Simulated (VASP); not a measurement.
Write the native input for VASP 6.6.1 that does the following.

```
Task                   : single point
Functional             : PBE
Potentials or basis    : VASP PAW PBE potentials, release 64 (Ir_sv_GW, O)
Cutoff                 : 700 eV
k mesh                 : 5 × 5 × 7
Occupations            : gaussian, width 0.05 eV
Spin                   : collinear spin
Starting moments       : [1.4, 1.4, 0.0, 0.0, 0.0, 0.0] μB
Hubbard terms          : Ir d U = 3.2 eV
Dipole correction      : no
Further INCAR settings : ALGO = Normal; EDIFF = 1e-06; NBANDS = 42
```

The structure of IrO2 lies in POSCAR:

```
IrO2
1.0
    4.5051000000      0.0000000000      0.0000000000
    0.0000000000      4.5051000000      0.0000000000
    0.0000000000      0.0000000000      3.1586000000
Ir O
2 4
Direct
    0.0000000000      0.0000000000      0.0000000000
    0.5000000000      0.5000000000      0.5000000000
    0.3077000000      0.3077000000      0.0000000000
    0.1923000000      0.8077000000      0.5000000000
    0.6923000000      0.6923000000      0.0000000000
    0.8077000000      0.1923000000      0.5000000000
```

These files were run (other wordings do the same):

INCAR

```
SYSTEM = IrO2
PREC = Accurate ; ENCUT = 700
EDIFF = 1E-6 ; ISMEAR = 0
SIGMA = 0.05 ; LREAL = .False.
LASPH = .True. ; NELM = 200
ALGO = Normal ; ISIF = 2
LWAVE = .False. ; LCHARG = .False.
ISPIN = 2 ; MAGMOM = 1.4 1.4 0 0 0 0
LORBIT = 11 ; LMAXMIX = 4
LDAU = .True. ; LDAUTYPE = 2
LDAUL = 2 -1 ; LDAUU = 3.2 0
LDAUJ = 0 0 ; LDAUPRINT = 1
GGA = PE ; NBANDS = 42
GGA_COMPAT = .False.
```

KPOINTS

```
regular mesh
0
Gamma
  5 5 7
  0 0 0
```

Potentials or basis: VASP PAW PBE potentials, release 64 (Ir_sv_GW, O).

Launch:

```sh
$ cat potpaw_PBE.64/Ir_sv_GW/POTCAR potpaw_PBE.64/O/POTCAR > POTCAR
$ mpirun -np 1 vasp_std > vasp.out
```

Results of the run:

```json
{
  "Pressure": "6.0 GPa",
  "Largest force": "0.019 eV/Å",
  "Net moment": "0.80 μB per cell",
  "Site moments": "Ir +0.24; O +0.07 μB",
  "Valence electrons inside the program's atomic spheres": "Ir 15.99; O 5.02"
}
```

Caveat: the cell stands under pressure; a moment this small can come from the mesh or the smearing.

It took 2.8 min on 1 thread of Intel(R) Xeon(R) Platinum 8259CL CPU @ 2.50GHz (Skylake/Cascade Lake) (shared host), peak memory 0.33 GiB.
